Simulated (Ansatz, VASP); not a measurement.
GaSb3: VASP beside Ansatz

INCAR

```
PREC     = Accurate       # precision mode
ENCUT    = 520            # plane-wave cutoff, eV
EDIFF    = 1E-7           # SCF threshold, eV
ISMEAR   = 0              # smearing method
SIGMA    = 0.15           # smearing width, eV
LREAL    = False          # projectors in reciprocal space
LASPH    = True           # aspherical terms in the spheres
NELM     = 80             # most SCF steps
ALGO     = Normal         # electronic algorithm
ISIF     = 2              # what is computed and relaxed
LWAVE    = False          # write WAVECAR
LCHARG   = True           # write CHGCAR
GGA      = PS             # functional
IVDW     = 12             # dispersion correction
LELF     = True           # ELF
LVHAR    = True         
NBANDS   = 22             # bands
```

Contents of KPOINTS:

```
regular mesh
0
Gamma
  10 10 10
```

POSCAR

```
GaSb3
1.0
    0.0000000000      3.4423420432      3.5857729617
    3.4423420432      0.0000000000      3.5857729617
    3.4423420432      3.4423420432      0.0000000000
Ga Sb
1 3
Direct
    0.0000000000      0.0000000000      0.0000000000
    0.2614340758      0.2385659242      0.2385659242
    0.7385659242      0.7614340758      0.7614340758
    0.5000000000      0.5000000000      0.5000000000
```

Input for Ansatz:

```yaml
crystal:
  lattice:
    - [0.0, 3.4423420432, 3.5857729617]
    - [3.4423420432, 0.0, 3.5857729617]
    - [3.4423420432, 3.4423420432, 0.0]
  atoms:
    - { symbol: Ga, position: [0.0, 0.0, 0.0] }
    - { symbol: Sb, position: [0.2614340758, 0.2385659242, 0.2385659242] }
    - { symbol: Sb, position: [0.7385659242, 0.7614340758, 0.7614340758] }
    - { symbol: Sb, position: [0.5, 0.5, 0.5] }
basis:
  ecutwfc: 420
kpoints:
  mp_grid: { grid: [10, 10, 10] }
hamiltonian:
  xc: pbesol
  pseudopotentials: { kind: paw, azcp: { folder: soft_1 } }
  dispersion: d3bj
scf:
  occupations: { method: gaussian, width: 0.15 }
output:
  forces: true
  stress: true
  eigenvalues: true
  write_density: true
  write_potential: true
  elf: true
  volumetric_format: npy
```

Change from the starting cell: mode 4 frozen in at -0.082 Å, equal normal strain along x and y -0.0400.

Alike in both runs: task single point; functional PBEsol; dispersion D3(BJ); k mesh 10 × 10 × 10; occupations gaussian, width 0.15 eV; no spin polarisation.

```csv
,VASP,Ansatz
version,VASP 6.6.1,Ansatz 0.2.0
potentials or method,"VASP PAW PBE potentials, release 64 (Ga_d, Sb), cutoff 520 eV","scalar-relativistic, plane waves, PAW"
valence electrons in the cell,28,58
```

VASP gave:

| Item | Value |
| --- | --- |
| gap on the k mesh at the Fermi level (eV) | none |
| pressure (GPa) | 8.0 |
| traceless stress, the component that is largest in VASP (GPa) | -1.96 |
| rms of the force components (eV/Å) | 0.219 |

Question: Which values does Ansatz return?

Answer: gap on the k mesh at the Fermi level (eV): none; pressure (GPa): 7.8; traceless stress, the component that is largest in VASP (GPa): -1.95; rms of the force components (eV/Å): 0.214.

VASP's potentials were made for PBE, not for PBEsol, and Ansatz warns of the same on its side. Atom by atom the forces differ by 0.005 eV/Å (rms over components). A gap of «none» marks a metal or a gap that the smearing closes. VASP's potentials hold 28 valence electrons a cell and Ansatz's 58, so a difference there can come from the potentials and not from the codes.

Neither program's run includes spin-orbit coupling.
